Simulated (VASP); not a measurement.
# P in VASP: further runs, part 2 of 2

VASP 6.6.1. Earlier steps stand in the parts before.

## Step 3: Single point, PBE

This run uses another cell than the first one: it holds 4 atoms, not 1.

INCAR reads:

```
PREC = Accurate ; ENCUT = 520
EDIFF = 1E-6 ; ISMEAR = 0
SIGMA = 0.2 ; LREAL = False
LASPH = True ; NELM = 100
ALGO = Normal ; ISIF = 2
LWAVE = False ; LCHARG = False
GGA = PE ; NBANDS = 18
```

KPOINTS reads:

```
Automatic mesh
0
Gamma
  8 4 4
```

POSCAR reads:

```
P
1.0
    0.0000000000      0.0000000000      2.4448049511
    4.8896099023      0.0000000000      0.0000000000
    0.0000000000      4.8896099023      0.0000000000
P
4
Direct
    0.0000000000      0.0000000000      0.0000000000
    1.0000000000      1.0000000000      0.5000000000
    0.0000000000      0.5000000000      0.0000000000
    0.0000000000      0.5000000000      0.5000000000
```

Potentials or basis: VASP PAW PBE potentials, release 64 (P).

On the command line:

```
$ cat potpaw_PBE.64/P/POTCAR > POTCAR
$ mpirun -np 1 vasp_std > vasp.out
```

Wall time 28 s (1 thread of Intel Xeon 8259CL, shared host); peak memory 0.16 GiB.

It converged, with:

```yaml
Free_energy: -21.0011 eV
Pressure: -0.3 GPa
Band_gap_on_the_k_mesh: zero (bands 10 and 11 overlap by 7.89 eV)
```

Levels at points of the mesh, in eV from the Fermi level:
| k point | band 6 | band 7 | band 8 | band 9 | band 10 | band 11 | band 12 | band 13 | band 14 | band 15 |
| --- | --- | --- | --- | --- | --- | --- | --- | --- | --- | --- |
| (0.00, 0.00, 0.00) | -7.44 | -5.19 | -5.19 | 1.08 | 5.06 | 5.06 | 5.06 | 6.87 | 6.87 | 7.86 |
| (0.50, 0.00, 0.00) | -5.19 | -5.19 | -5.19 | -2.12 | -2.12 | -2.12 | -1.65 | 1.08 | 1.08 | 4.76 |
| (0.00, 0.50, 0.00) | -7.33 | -3.01 | -3.01 | 0.51 | 0.51 | 6.10 | 6.10 | 6.12 | 6.12 | 6.12 |
| (0.50, 0.50, 0.00) | -6.02 | -4.03 | -4.03 | -4.03 | -4.03 | 0.51 | 0.51 | 2.41 | 2.41 | 4.52 |
| (0.00, 0.50, 0.50) | -2.41 | -2.41 | -2.41 | -1.02 | -1.02 | -1.02 | -1.02 | 7.17 | 7.17 | 7.17 |
| (0.50, 0.50, 0.50) | -6.11 | -6.11 | -6.11 | 0.57 | 0.57 | 0.57 | 0.57 | 3.46 | 3.46 | 3.46 |

## Step 4: Single point, PBE

This run uses another cell than the first one: it holds 4 atoms, not 1.

INCAR reads:

```
PREC     = Accurate       # precision mode
ENCUT    = 520            # plane-wave cutoff, eV
EDIFF    = 1E-7           # SCF threshold, eV
ISMEAR   = 0              # smearing method
SIGMA    = 0.2            # smearing width, eV
LREAL    = False          # projectors in reciprocal space
LASPH    = True           # aspherical terms in the spheres
NELM     = 100            # most SCF steps
ALGO     = Normal         # electronic algorithm
ISIF     = 2              # what is computed and relaxed
LWAVE    = False          # write WAVECAR
LCHARG   = True           # write CHGCAR
GGA      = PE             # functional
LELF     = True           # ELF
LVHAR    = True         
NBANDS   = 18             # bands
```

KPOINTS is that of step 3.

POSCAR reads:

```
P
1.0
   -0.0001244419     -0.0001208554      2.4546894412
    4.8799049419      0.0003174452     -0.0003726012
    0.0002351803      4.9083067430     -0.0002449596
P
4
Direct
    0.0000297782     -0.0096082589      0.0004490824
    1.0000148273      0.9902494076      0.4995531100
   -0.0000302479      0.5096133312     -0.0004464068
   -0.0000143576      0.5097455201      0.5004442144
```

Potentials or basis: VASP PAW PBE potentials, release 64 (P).

On the command line:

```
$ cat potpaw_PBE.64/P/POTCAR > POTCAR
$ mpirun -np 1 vasp_std > vasp.out
```

OUTCAR:

```text
PREC = Accurate
   ENCUT = 520
   EDIFF = 1E-7
   ISMEAR = 0
   LREAL = False
   LASPH = True
   NELM = 100
   ISIF = 2
   GGA = PE

 ion  position               nearest neighbor table
   1  0.000  0.990  0.000-   3 2.35   2 2.45   2 2.46   3 2.53
   2  0.000  0.990  0.500-   4 2.34   1 2.45   1 2.46   4 2.54
   3  1.000  0.510  1.000-   1 2.35   4 2.45   4 2.46   1 2.53
   4  1.000  0.510  0.500-   2 2.34   3 2.45   3 2.46   2 2.54

  LATTYP: Found a triclinic cell.
 ALAT       =     4.8799049664
[... 698 lines left out ...]
     17      14.9396      0.00000
     18      16.6977      0.00000

 [... further k-points ...]
[... 5 lines left out ...]
  --------------------------------------------------------------------------------------
  -------------------------------------------------------------------------------------
  Total       -0.0779416     -0.0767900     -0.0940260     -0.0013351      0.0024453      0.0012715
  in kB       -2.1239292     -2.0925503     -2.5622338     -0.0363808      0.0666347      0.0346482
  external PRESSURE =      -2.2595711 kB  Pullay stress =       0.0000000 kB

 VOLUME and BASIS-vectors are now :
 -----------------------------------------------------------------------------
  energy-cutoff  :      520.00
  volume of cell :       58.79
      direct lattice vectors                 reciprocal lattice vectors
    -0.000124442 -0.000120855  2.454689441     0.000031104  0.000020330  0.407383512
     4.879904942  0.000317445 -0.000372601     0.204922026 -0.000009818  0.000010388
     0.000235180  4.908306743 -0.000244960    -0.000013253  0.203736249  0.000010030

 POSITION                                       TOTAL-FORCE (eV/Angst)
 -----------------------------------------------------------------------------------
      4.83302      0.00252     -0.00030        -0.014495     -0.002080     -0.000191
      4.83244      2.45227     -0.00045        -0.012398      0.001814      0.000051
      2.48698      4.90616      2.45418         0.014398      0.002064      0.000195
      2.48750      2.45637      2.45434         0.012495     -0.001798     -0.000054
 -----------------------------------------------------------------------------------
    total drift:                               -0.000000      0.000000      0.000000

  FREE ENERGIE OF THE ION-ELECTRON SYSTEM (eV)
  ---------------------------------------------------
  free  energy   TOTEN  =       -21.0116492394 eV

  energy  without entropy=      -20.9823825732  energy(sigma->0) =      -20.99701591
```

stdout:

```text
POSCAR found type information on POSCAR P
 POSCAR found :  1 types and       4 ions
 scaLAPACK will be used
 LDA part: xc-table for (Slater+PW92), standard interpolation
 POSCAR, INCAR and KPOINTS ok, starting setup
 FFT: planning ... GRIDC
 FFT: planning ... GRID_SOFT
 FFT: planning ... GRID
 WAVECAR not read
 entering main loop
```

It took 90 s on 1 thread of Intel Xeon 8259CL, shared host; peak memory 0.19 GiB.

Results:

```yaml
Free_energy: -21.0116 eV
Pressure: -0.2 GPa
Largest_force: 0.015 eV/Å
Band_gap_on_the_k_mesh: zero (bands 10 and 11 overlap by 7.67 eV)
```

Forces on the atoms (eV/Å):
```
P   -0.014 -0.002  0.000
P   -0.012  0.002  0.000
P    0.014  0.002  0.000
P    0.012 -0.002  0.000
```

Levels at points of the mesh, in eV from the Fermi level:
```
           k point  band 6  band 7  band 8  band 9  band 10  band 11  band 12  band 13  band 14  band 15
(0.00, 0.00, 0.00)   -7.48   -5.29   -5.17    1.04     4.81     4.82     5.13     6.73     6.78     7.56
(0.50, 0.00, 0.00)   -5.30   -5.29   -5.17   -2.26    -2.15    -2.14    -1.80     1.00     1.04     4.66
(0.00, 0.50, 0.00)   -7.08   -3.40   -2.60   -0.02     0.95     5.63     5.64     5.88     6.20     6.21
(0.50, 0.50, 0.00)   -5.73   -4.39   -4.38   -3.83    -3.82    -0.02     0.95     2.11     2.62     3.81
(0.00, 0.00, 0.50)   -7.39   -3.15   -3.15    0.46     0.46     5.86     5.86     5.98     5.98     6.19
(0.50, 0.00, 0.50)   -6.07   -4.15   -4.15   -4.02    -4.02     0.30     0.31     2.36     2.36     4.37
(0.00, 0.50, 0.50)   -2.84   -2.10   -2.09   -1.42    -1.42    -0.71    -0.71     6.66     6.67     7.23
(0.50, 0.50, 0.50)   -6.43   -5.88   -5.87    0.05     0.06     0.86     0.86     2.87     2.87     3.83
```

## Step 5: Overview

| cell | k mesh | smearing | gap on the mesh (eV) | pressure (GPa) |
| --- | --- | --- | --- | --- |
| a = 2.436, b = 2.436, c = 2.465 Å, 1 atom, atomic positions A | 6 × 6 × 8 | gaussian 0.1 eV | none | -0.3 |
| a = 2.445, b = 4.890, c = 4.890 Å, 4 atoms, atomic positions B | 8 × 4 × 4 | gaussian 0.2 eV | none | -0.3 |
| a = 2.455, b = 4.880, c = 4.908 Å, 4 atoms, atomic positions C | 8 × 4 × 4 | gaussian 0.2 eV | none | -0.2 |

Alike in all rows: task single point; level PBE; potentials or basis VASP PAW PBE potentials, release 64 (P); no spin polarisation; cutoff (eV) 520.

Caveats: some runs use coarse meshes.

Total energies depend on the potentials used, so only differences within one code and one set of settings carry meaning.
